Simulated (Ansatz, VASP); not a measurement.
# LiNbO3 in VASP and in Ansatz

```
CELL_PARAMETERS angstrom
2.57525 1.48682 4.62473
-2.57525 1.48682 4.62473
0.00000 -2.97364 4.62473
ATOMIC_POSITIONS crystal
Li 0.28151 0.28151 0.28151
Li 0.78151 0.78151 0.78151
Nb 0.00016 0.00016 0.00016
Nb 0.50016 0.50016 0.50016
O 0.10707 0.36307 0.71985
O 0.71985 0.10707 0.36307
O 0.36307 0.71985 0.10707
O 0.21985 0.86307 0.60707
O 0.86307 0.60707 0.21985
O 0.60707 0.21985 0.86307
```

Alike in both runs: functional PBE; k mesh 6 × 6 × 6; no spin polarisation.

Ansatz relaxed the structure, and its values are those at the end. VASP's run is a single point on that final structure, the one shown.

|  | VASP | Ansatz |
| --- | --- | --- |
| version | VASP 6.6.1 | Ansatz 0.2.0 |
| potentials or method | VASP PAW PBE potentials, release 64 (Li_sv, Nb_sv, O), cutoff 750 eV | scalar-relativistic, plane waves, PAW |
| occupations | gaussian, width 0.01 eV | fixed |
| valence electrons in the cell | 68 | 68 |

VASP gave:

* gap on the k mesh at the Fermi level (eV): 3.57
* least direct gap on the mesh (eV): 3.61
* pressure (GPa): 2.3
* rms of the force components (eV/Å): 0.008

What did Ansatz give for the same quantities?

gap on the k mesh at the Fermi level (eV): 3.58; least direct gap on the mesh (eV): 3.62; pressure (GPa): 2.8; rms of the force components (eV/Å): 0.000.
